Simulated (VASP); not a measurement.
# Al (Fm-3m) in VASP: further runs

The runs below take Al through single point, with HSE06+D3(BJ), PBE-based screened hybrid with 25 % exact exchange.

Program: VASP 6.6.1. These are calculated values, not measurements. Logs are shortened: lines on timing, memory, paths and dates and some standing lists are left out, and cuts for length are marked.

## 1. The cell of the first run

It takes space group Fm-3m (No. 225, cubic). Conventional cell: a = 4.050 Å, b = 4.050 Å, c = 4.050 Å, α = 90.00°, β = 90.00°, γ = 90.00°. Al (site symmetry m-3m) has 12 Al at 2.86 Å within 3.8 Å.

## 2. Single point, HSE06+D3(BJ)

Input file POSCAR:

```
Al
1.0
    0.0000000000      2.0248050000      2.0248050000
    2.0248050000      0.0000000000      2.0248050000
    2.0248050000      2.0248050000      0.0000000000
Al
1
Direct
    0.0000000000      0.0000000000      0.0000000000
```

Input file INCAR.step1:

```
PREC = Accurate
ENCUT = 520
EDIFF = 1E-5
ISMEAR = -1
SIGMA = 0.1
LREAL = False
LASPH = True
NELM = 100
ALGO = Normal
ISIF = 2
LWAVE = True
LCHARG = False
NBANDS = 8
GGA = PE
```

Input file INCAR.step2:

```
PREC = Accurate
ENCUT = 520
EDIFF = 1E-7
ISMEAR = -1
SIGMA = 0.1
LREAL = False
LASPH = True
NELM = 100
ALGO = Normal
ISIF = 2
LWAVE = False
LCHARG = False
GGA = PE
LHFCALC = True
HFSCREEN = 0.2079
PRECFOCK = Normal
IVDW = 12
VDW_S6 = 1.0
VDW_S8 = 2.31
VDW_A1 = 0.383
VDW_A2 = 5.685
NBANDS = 8
ISTART = 1
```

Input file KPOINTS:

```
Automatic mesh
0
Gamma
  8 8 8
```

Potentials or basis: VASP PAW PBE potentials, release 64 (Al).

Run with:

```bash
$ cat potpaw_PBE.64/Al/POTCAR > POTCAR
$ cp INCAR.step1 INCAR
$ mpirun -np 1 vasp_std > vasp.out
$ cp INCAR.step2 INCAR
$ mpirun -np 1 vasp_std > vasp.out
```

OUTCAR:

```text
PREC = Accurate
   ENCUT = 520
   EDIFF = 1E-7
   ISMEAR = -1
   LREAL = False
   LASPH = True
   NELM = 100
   ISIF = 2
   GGA = PE
   LHFCALC = True
   HFSCREEN = 0.2079
   PRECFOCK = Normal
   IVDW = 12
   ISTART = 1
 IVDW          = 12

 ion  position               nearest neighbor table
   1  0.000  0.000  0.000-

  LATTYP: Found a face centered cubic cell.
 ALAT       =     4.0496100000

  Lattice vectors:

 A1 = (   0.0000000000,   2.0248050000,   2.0248050000)
 A2 = (   2.0248050000,   0.0000000000,   2.0248050000)
 A3 = (   2.0248050000,   2.0248050000,   0.0000000000)

Analysis of symmetry for initial positions (statically):
=====================================================================
 Subroutine PRICEL returns:
 Original cell was already a primitive cell.

 Routine SETGRP: Setting up the symmetry group for a
 face centered cubic supercell.

 Subroutine GETGRP returns: Found 48 space group operations
 (whereof 48 operations were pure point group operations)
 out of a pool of 48 trial point group operations.

The static configuration has the point symmetry O_h .

Analysis of symmetry for dynamics (positions and initial velocities):
=====================================================================
 Subroutine PRICEL returns:
 Original cell was already a primitive cell.

 Routine SETGRP: Setting up the symmetry group for a
 face centered cubic supercell.

 Subroutine GETGRP returns: Found 48 space group operations
 (whereof 48 operations were pure point group operations)
 out of a pool of 48 trial point group operations.

The dynamic configuration has the point symmetry O_h .

 Subroutine INISYM returns: Found 48 space group operations
 (whereof 48 operations are pure point group operations),
 and found     1 'primitive' translations

----------------------------------------------------------------------------------------

                                     Primitive cell

  volume of cell :      16.6027

  direct lattice vectors                    reciprocal lattice vectors
     0.000000000  2.024805000  2.024805000    -0.246937359  0.246937359  0.246937359
     2.024805000  0.000000000  2.024805000     0.246937359 -0.246937359  0.246937359
     2.024805000  2.024805000  0.000000000     0.246937359  0.246937359 -0.246937359

  length of vectors
     2.863506692  2.863506692  2.863506692     0.427708053  0.427708053  0.427708053

  position of ions in fractional coordinates (direct lattice)
     0.000000000  0.000000000  0.000000000

  ion indices of the primitive-cell ions
   primitive index   ion index
                 1           1

----------------------------------------------------------------------------------------

 KPOINTS: Automatic mesh

Automatic generation of k-mesh.
 Grid dimensions read from file:
 generate k-points for:    8    8    8

 Generating k-lattice:

  Cartesian coordinates                     Fractional coordinates (reciprocal lattice)
    -0.030867170  0.030867170  0.030867170     0.125000000  0.000000000  0.000000000
     0.030867170 -0.030867170  0.030867170     0.000000000  0.125000000  0.000000000
     0.030867170  0.030867170 -0.030867170     0.000000000  0.000000000  0.125000000

  Length of vectors
     0.053463507  0.053463507  0.053463507

  Shift w.r.t. Gamma in fractional coordinates (k-lattice)
     0.000000000  0.000000000  0.000000000

 Subroutine IBZKPT returns following result:
 ===========================================

 Found     29 irreducible k-points:

 Following reciprocal coordinates:
            Coordinates               Weight
  0.000000  0.000000  0.000000      1.000000
  0.125000  0.000000  0.000000      8.000000
  0.250000  0.000000  0.000000      8.000000
  0.375000  0.000000  0.000000      8.000000
  0.500000  0.000000  0.000000      4.000000
  0.125000  0.125000  0.000000      6.000000
[... 16 lines left out ...]
  0.500000  0.250000  0.125000     48.000000
 -0.375000  0.250000  0.125000     24.000000
 [... further k-points ...]
   k-points           NKPTS =     29   k-points in BZ     NKDIM =    512   number of bands    NBANDS=      8
   number of dos      NEDOS =    301   number of ions     NIONS =      1
   total plane-waves  NPLWV =  13824
   dimension x,y,z NGX =    24 NGY =   24 NGZ =   24
   dimension x,y,z NGXF=    48 NGYF=   48 NGZF=   48
   ions per type =               1
   NGX,Y,Z   is equivalent  to a cutoff of  13.93, 13.93, 13.93 a.u.
   NGXF,Y,Z  is equivalent  to a cutoff of  27.87, 27.87, 27.87 a.u.
 SYSTEM =  unknown system
   PREC   = accura    normal or accurate (medium, high low for compatibility)
   ISTART =      1    job   : 0-new  1-cont  2-samecut
   ICHARG =      0    charge: 1-file 2-atom 10-const
   ISPIN  =      1    spin polarized calculation?
   LNONCOLLINEAR =      F non collinear calculations
   LSORBIT =      F    spin-orbit coupling
   LASPH  =      T    aspherical Exc in radial PAW
   ENCUT  =  520.0 eV  38.22 Ry    6.18 a.u.   5.32  5.32  5.32*2*pi/ulx,y,z
   NELM   =    100;   NELMIN=  2; NELMDL=  0     # of ELM steps
   EDIFF  = 0.1E-06   stopping-criterion for ELM
   LREAL  =      F    real-space projection
   EDIFFG = 0.1E-05   stopping-criterion for IOM
   NSW    =      0    number of steps for IOM
   IBRION =     -1    ionic relax: 0-MD 1-quasi-New 2-CG
   NFREE  =      0    steps in history (QN), initial steepest desc. (CG)
   ISIF   =      2    stress and relaxation
   ISYM   =      3    0-nonsym 1-usesym 2-fastsym
   POTIM  = 0.5000    time-step for ionic-motion
   TEBEG  =    0.0;   TEEND  =   0.0 temperature during run
   PSTRESS=    0.0 pullay stress
   NELECT =       3.0000    total number of electrons
   NUPDOWN=      -1.0000    fix difference up-down
   EMIN   =  10.00;   EMAX   =-10.00  energy-range for DOS
   EFERMI =   0.00;   METHOD = LEGACY
   ISMEAR =    -1;   SIGMA  =   0.10  broadening in eV -4-tet -1-fermi 0-gaus
   EFERMI_NEDOS =   21; number of points for ismear=-14 and -15
   IALGO  =     38    algorithm
   IMIX   =      1    mixing-type and parameters
     AMIX     =   0.40;   BMIX     =  1.00
     AMIX_MAG =   1.60;   BMIX_MAG =  1.00
  volume/ion in A,a.u.               =      16.60       112.04
  Fermi-wavevector in a.u.,A,eV,Ry     =   0.925526  1.748991 11.654733  0.856599
  Thomas-Fermi vector in A             =   2.051390
   LORBIT       =      0    0 simple, 1 ext, 2 COOP (PROOUT), +10 PAW based schemes
   GGA     = PE    functional components
   LHFCALC =     T    Hartree Fock is set to
   PRECFOCK=normal    Normal, Fast or Accurate (Low or Medium for compatibility)
   ENCUT4O =  -1.0   cutoff for four orbital integrals eV
   NKREDX  =     1    reduce k-point grid by
   NKREDY  =     1    reduce k-point grid by
   NKREDZ  =     1    reduce k-point grid by
   AEXX    =    0.2500 exact exchange contribution
   HFSCREEN=    0.2079 screening length (either q_TF or 0.3 A-1)
   HFSCREENC=   0.2079 screening length for correlation (either q_TF or 0.3 A-1)
   ENCUTFOCK=  -1.0 apply spherical cutoff to Coloumb kernel
   IVDW    =    12    specifies the selected vdW correction
   LEPSILON=     F    determine dielectric tensor
   LRPA    =     F    only Hartree local field effects (RPA)
 non-spin polarized calculation
  energy-cutoff  :      520.00
  volume of cell :       16.60
 maximum number of plane-waves:       459
 NGX is ok and might be reduce to    24
  NGX = 16; NGY = 16; NGZ = 16

 number of electron       3.0000000 magnetization

 Free energy of the ion-electron system (eV)
  ---------------------------------------------------
  ext. energy  EPLUGINS =         0.00000000
  ---------------------------------------------------
  free energy    TOTEN  =        -4.10419189 eV

  energy without entropy =       -4.09381927  energy(sigma->0) =       -4.09900558

 E-fermi :   7.9302     XC(G=0):  -8.3946

 val. band max:        7.5798439563   @ k =  -0.3750   0.3750   0.0000
 cond. band min:       8.1019160253   @ k =   0.5000   0.2500   0.1250
 fundamental gap:      0.5220720689
 Fermi energy:         7.9302221908

 k-point     1 :       0.0000    0.0000    0.0000
  band No.  band energies     occupation
      1      -4.7192      2.00000
      2      21.5961      0.00000
      3      21.5961      0.00000
      4      21.5961      0.00000
      5      23.0663      0.00000
      6      23.0663      0.00000
      7      23.0663      0.00000
      8      25.3211      0.00000

 k-point     2 :       0.1250    0.0000    0.0000
  band No.  band energies     occupation
      1      -4.2456      2.00000
      2      17.0456      0.00000
      3      20.5852      0.00000
      4      20.5852      0.00000
      5      23.6406      0.00000
      6      24.6983      0.00000
      7      24.6983      0.00000
      8      26.7642      0.00000

 k-point     3 :       0.2500    0.0000    0.0000
  band No.  band energies     occupation
      1      -2.8281      2.00000
      2      11.8023      0.00000
      3      19.7757      0.00000
      4      19.7757      0.00000
      5      23.2455      0.00000
      6      23.7784      0.00000
      7      23.7784      0.00000
      8      27.7187      0.00000

 k-point     4 :       0.3750    0.0000    0.0000
  band No.  band energies     occupation
      1      -0.4723      2.00000
      2       6.9810      1.99985
      3      19.6761      0.00000
      4      19.6761      0.00000
      5      21.7090      0.00000
      6      21.7090      0.00000
      7      23.3031      0.00000
      8      25.6371      0.00000

 k-point     5 :       0.5000    0.0000    0.0000
  band No.  band energies     occupation
      1       2.6957      2.00000
      2       2.9442      2.00000
      3      20.2808      0.00000
      4      20.2808      0.00000
      5      20.3633      0.00000
      6      20.3633      0.00000
      7      23.9157      0.00000
      8      24.2955      0.00000

 k-point     6 :       0.1250    0.1250    0.0000
  band No.  band energies     occupation
      1      -4.0878      2.00000
      2      18.7382      0.00000
      3      18.7382      0.00000
      4      18.9722      0.00000
      5      21.8539      0.00000
      6      23.6194      0.00000
      7      26.7321      0.00000
      8      26.7321      0.00000

 k-point     7 :       0.2500    0.1250    0.0000
  band No.  band energies     occupation
      1      -2.9852      2.00000
      2      13.8252      0.00000
      3      17.6125      0.00000
      4      19.1739      0.00000
      5      20.4925      0.00000
      6      23.0944      0.00000
      7      27.1351      0.00000
      8      27.3531      0.00000
[... 133 lines left out ...]
 k-point    20 :      -0.3750    0.3750    0.0000
  band No.  band energies     occupation
      1       5.7369      2.00000
      2       6.3953      2.00000
      3       7.5798      1.94159
      4      15.1755      0.00000
      5      16.8943      0.00000
      6      24.6898      0.00000
      7      31.0257      0.00000
      8      31.3832      0.00000

 k-point    21 :       0.5000    0.5000    0.0000
  band No.  band energies     occupation
      1       4.5514      2.00000
      2       6.2459      2.00000
      3      13.7526      0.00000
      4      14.1257      0.00000
      5      14.1257      0.00000
      6      17.7862      0.00000
      7      34.7829      0.00000
      8      36.3307      0.00000

 k-point    22 :       0.3750    0.2500    0.1250
  band No.  band energies     occupation
      1      -1.5716      2.00000
      2      12.2371      0.00000
      3      13.7803      0.00000
      4      17.5326      0.00000
      5      21.0438      0.00000
      6      22.8620      0.00000
      7      26.0174      0.00000
      8      29.4487      0.00000

 k-point    23 :       0.5000    0.2500    0.1250
  band No.  band energies     occupation
      1       0.7750      2.00000
      2       8.1019      0.30453
      3      13.0412      0.00000
      4      15.2648      0.00000
      5      21.6839      0.00000
      6      23.8509      0.00000
      7      26.0576      0.00000
      8      30.1470      0.00000

 k-point    24 :      -0.3750    0.2500    0.1250
  band No.  band energies     occupation
      1       3.8922      2.00000
      2       4.1864      2.00000
      3      13.4651      0.00000
      4      13.9845      0.00000
      5      22.2128      0.00000
      6      22.6961      0.00000
      7      29.4887      0.00000
      8      29.7765      0.00000

 [... further k-points ...]

------------------------ aborting loop because EDIFF is reached ----------------------------------------

 Edisp (eV)   -0.42951

 E8    (eV) :    -0.2866

  FORCE on cell =-STRESS in cart. coord.  units (eV):
  Direction    XX          YY          ZZ          XY          YZ          ZX
  --------------------------------------------------------------------------------------
  -------------------------------------------------------------------------------------
  Total      -0.58730    -0.58730    -0.58730     0.00000    -0.00000     0.00000
  in kB     -56.67479   -56.67479   -56.67479     0.00000    -0.00000     0.00000
  external pressure =      -56.67 kB  Pullay stress =        0.00 kB

 VOLUME and BASIS-vectors are now :
 -----------------------------------------------------------------------------
  energy-cutoff  :      520.00
  volume of cell :       16.60
      direct lattice vectors                 reciprocal lattice vectors
     0.000000000  2.024805000  2.024805000    -0.246937359  0.246937359  0.246937359
     2.024805000  0.000000000  2.024805000     0.246937359 -0.246937359  0.246937359
     2.024805000  2.024805000  0.000000000     0.246937359  0.246937359 -0.246937359

 POSITION                                       TOTAL-FORCE (eV/Angst)
 -----------------------------------------------------------------------------------
      0.00000      0.00000      0.00000         0.000000      0.000000      0.000000
 -----------------------------------------------------------------------------------
    total drift:                               -0.000000     -0.000000     -0.000000

  FREE ENERGIE OF THE ION-ELECTRON SYSTEM (eV)
  ---------------------------------------------------
  free  energy   TOTEN  =        -4.5337010148 eV

  energy  without entropy=       -4.5233283971  energy(sigma->0) =       -4.52851471
```

Run time: 13 min. Hardware: 1 thread of AMD EPYC 7R43 (Zen 3), shared host; peak memory 0.21 GiB.

Results:

```yaml
Free_energy: -4.5337 eV
Pressure: -5.7 GPa
Band_gap_on_the_k_mesh: zero (an odd number of electrons rules out a gap without spin polarisation)
Dispersion_energy_per_atom: -0.430 eV
```

Caveat: the cell stands under tension; the PAW data sets were made with another functional, which shifts forces and pressure a little.

## 3. Single point, PBE-based screened hybrid with 25 % exact exchange

This run uses another cell than the first one, of 13.28 Å³/atom.

Input file POSCAR:

```
Al
1.0
    0.0000000000      1.8796624556      1.8796624556
    1.8796624556      0.0000000000      1.8796624556
    1.8796624556      1.8796624556      0.0000000000
Al
1
Direct
    0.0000000000      0.0000000000      0.0000000000
```

Input file INCAR.step1:

```
PREC     = Accurate       # precision mode
ENCUT    = 520            # plane-wave cutoff, eV
EDIFF    = 1E-5           # SCF threshold, eV
ISMEAR   = 1              # smearing method
SIGMA    = 0.05           # smearing width, eV
LREAL    = False          # projectors in reciprocal space
LASPH    = True           # aspherical terms in the spheres
NELM     = 80             # most SCF steps
ALGO     = Normal         # electronic algorithm
ISIF     = 2              # what is computed and relaxed
LWAVE    = True           # write WAVECAR
LCHARG   = False          # write CHGCAR
GGA      = PE             # functional
NBANDS   = 8              # bands
```

Input file INCAR.step2:

```
PREC     = Accurate       # precision mode
ENCUT    = 520            # plane-wave cutoff, eV
EDIFF    = 1E-7           # SCF threshold, eV
ISMEAR   = 1              # smearing method
SIGMA    = 0.05           # smearing width, eV
LREAL    = False          # projectors in reciprocal space
LASPH    = True           # aspherical terms in the spheres
NELM     = 80             # most SCF steps
ALGO     = Normal         # electronic algorithm
ISIF     = 2              # what is computed and relaxed
LWAVE    = False          # write WAVECAR
LCHARG   = False          # write CHGCAR
GGA      = PE             # functional
LHFCALC  = True           # exact exchange
AEXX     = 0.25           # exact-exchange fraction
HFSCREEN = 0.3            # screening, 1/A
PRECFOCK = Normal       
ISTART   = 1            
NBANDS   = 8              # bands
```

Input file KPOINTS:

```
regular mesh
0
Gamma
  9 9 9
```

Potentials or basis: VASP PAW PBE potentials, release 64 (Al).

Run with:

```bash
$ cat potpaw_PBE.64/Al/POTCAR > POTCAR
$ cp INCAR.step1 INCAR
$ mpirun -np 1 vasp_std > vasp.out
$ cp INCAR.step2 INCAR
$ mpirun -np 1 vasp_std > vasp.out
```

Run time: 21 min. Hardware: 1 thread of AMD EPYC 7R43 (Zen 3), shared host; peak memory 0.19 GiB.

It converged, with:

* Free energy: -3.7712 eV
* Pressure: 26.6 GPa
* Band gap on the k mesh: zero (an odd number of electrons rules out a gap without spin polarisation)

Levels at points of the mesh, in eV from the Fermi level:
| k point | band 1 | band 2 | band 3 | band 4 |
| --- | --- | --- | --- | --- |
| (0.00, 0.00, 0.00) | -14.17 | 14.97 | 14.97 | 14.97 |

Caveat: the cell stands under pressure; the PAW data sets were made with another functional, which shifts forces and pressure a little.
